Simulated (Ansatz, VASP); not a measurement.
InAs in VASP and in Ansatz

```xyz
2
Lattice="0.0000 3.0240 3.0240 3.0240 0.0000 3.0240 3.0240 3.0240 0.0000" Properties=species:S:1:pos:R:3 pbc="T T T"
In    0.0000    0.0000    0.0000
As    4.5360    4.5360    4.5360
```

Alike in both runs: task single point; functional PBE; k mesh 10 × 10 × 10; occupations fermi-dirac, width 0.08 eV; no spin polarisation.

|  | VASP | Ansatz |
| --- | --- | --- |
| version | VASP 6.6.1 | Ansatz 0.2.0 |
| potentials or method | VASP PAW PBE potentials, release 64 (In_d, As), cutoff 520 eV | all-electron LAPW, non-relativistic |

Ansatz gave:

* pressure (GPa): 5.1

Problem. Which values does VASP return?

Solution. Pressure (GPa): 3.9.

Ansatz ran all-electron here, and VASP with PAW potentials.
